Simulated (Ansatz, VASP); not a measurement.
FePt in VASP and in Ansatz

INCAR

```
ALGO = Fast
EDIFF = 1E-7
ENCUT = 520
GGA = CA
ISIF = 2
ISMEAR = 0
ISPIN = 2
LASPH = T
LCHARG = F
LMAXMIX = 4
LORBIT = 11
LREAL = F
LWAVE = F
MAGMOM = 3.15 0
NBANDS = 20
NELM = 150
PREC = Accurate
SIGMA = 0.05
```

Contents of KPOINTS:

```
k-points
0
Gamma
  12 12 8
```

The input POSCAR:

```
FePt
1.0
    2.7216546016      0.0000000000      0.0000000000
    0.0000000000      2.7216546016      0.0000000000
    0.0000000000      0.0000000000      3.7000008167
Fe Pt
1 1
Direct
    0.5000000000      0.5000000000      0.5000000000
    0.0000000000      0.0000000000      0.0000000000
```

Input for Ansatz:

```yaml
crystal:
  lattice:
    - [2.7216546016, 0.0, 0.0]
    - [0.0, 2.7216546016, 0.0]
    - [0.0, 0.0, 3.7000008167]
  atoms:
    - { symbol: Fe, position: [0.5, 0.5, 0.5], spin: 3.15 }
    - { symbol: Pt, position: [0.0, 0.0, 0.0] }
basis:
  ecutwfc: 420
  ecutrho_ratio: 4
kpoints:
  mp_grid: { grid: [12, 12, 8] }
  band_path:
    path:
      - [[0.0, 0.0, 0.0], [0.0, 0.5, 0.0], [0.5, 0.5, 0.0], [0.0, 0.0, 0.0], [0.0, 0.0, 0.5], [0.0, 0.5, 0.5], [0.5, 0.5, 0.5], [0.0, 0.0, 0.5]]
      - [[0.0, 0.5, 0.0], [0.0, 0.5, 0.5]]
      - [[0.5, 0.5, 0.0], [0.5, 0.5, 0.5]]
    npoints: 6
hamiltonian:
  xc: lda
scf:
  occupations: { method: gaussian, width: 0.05 }
  lower_state_search: "off"
output:
  forces: true
  stress: true
  eigenvalues: true
  populations: true
  eigenstates:
    nscf_kmesh: { grid: [12, 12, 8] }
    top_band: c38
    exchange_couplings: { magnetic: [{ site: 0 }] }
    magnetocrystalline_anisotropy: {}
magnetization:
  spin_polarized: true
checkpoint:
  read: start.run
  write: ck
  compress: false
  write_wavefunctions: false
  write_every: 100000
```

Alike in both runs: task single point; functional LDA; k mesh 12 × 12 × 8; occupations gaussian, width 0.05 eV; collinear spin.

|  | VASP | Ansatz |
| --- | --- | --- |
| version | VASP 6.6.1 | Ansatz 0.2.0 |
| potentials or method | VASP PAW LDA potentials, release 64 (Fe, Pt), cutoff 520 eV | scalar-relativistic, plane waves, PAW |
| valence electrons in the cell | 18 | 34 |

Ansatz gave:

* gap on the k mesh at the Fermi level (eV): none
* pressure (GPa): -11.3
* traceless stress, the component that is largest in VASP (GPa): 1.56
* net moment per atom (μB): 1.62
* size of the moment on the site where the two differ most (μB): 2.86

Q: Which values does VASP return?

A: gap on the k mesh at the Fermi level (eV): none; pressure (GPa): -11.4; traceless stress, the component that is largest in VASP (GPa): 1.75; net moment per atom (μB): 1.59; size of the moment on the site where the two differ most (μB): 2.79.

LDA's correlation is that of Perdew and Zunger in VASP and of Perdew and Wang (1992) in Ansatz. Site moments also hang on the region over which each program counts them. A gap of «none» marks a metal or a gap that the smearing closes. VASP's potentials hold 18 valence electrons a cell and Ansatz's 34, so a difference there can come from the potentials and not from the codes. Ansatz's warnings: stability check not made.

Neither program's run includes spin-orbit coupling.
